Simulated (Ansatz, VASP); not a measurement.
MgO: VASP beside Ansatz

```xyz
2
Lattice="0.0000 2.1351 2.1351 2.1351 0.0000 2.1351 2.1351 2.1351 0.0000" Properties=species:S:1:pos:R:3 pbc="T T T"
Mg    0.0000    0.0000   -0.0750
O     2.1351    2.1351    2.1351
```

Change from the starting cell: all Mg atoms moved +0.075 Å, as atom 1 towards its neighbour atom 2 (O) at 2.135 Å.

Alike in both runs: task single point; functional PBEsol; k mesh 10 × 10 × 10; occupations gaussian, width 0.05 eV; no spin polarisation.

|  | VASP | Ansatz |
| --- | --- | --- |
| version | VASP 6.6.1 | Ansatz 0.2.0 |
| potentials or method | VASP PAW PBE potentials, release 64 (Mg, O), cutoff 520 eV | scalar-relativistic, plane waves, PAW |
| valence electrons in the cell | 8 | 16 |

Ansatz gave:

| Quantity | Value |
| --- | --- |
| gap on the k mesh at the Fermi level (eV) | 4.25 |
| least direct gap on the mesh (eV) | 4.25 |
| pressure (GPa) | -5.3 |
| traceless stress, the component that is largest in VASP (GPa) | 1.13 |
| rms of the force components (eV/Å) | 0.197 |

**Question.** Which values does VASP return?

**Answer.** gap on the k mesh at the Fermi level (eV): 4.25; least direct gap on the mesh (eV): 4.25; pressure (GPa): -5.8; traceless stress, the component that is largest in VASP (GPa): 1.14; rms of the force components (eV/Å): 0.199.

VASP's potentials were made for PBE, not for PBEsol. Atom by atom the forces differ by 0.002 eV/Å (rms over components). VASP's potentials hold 8 valence electrons a cell and Ansatz's 16, so a difference there can come from the potentials and not from the codes.
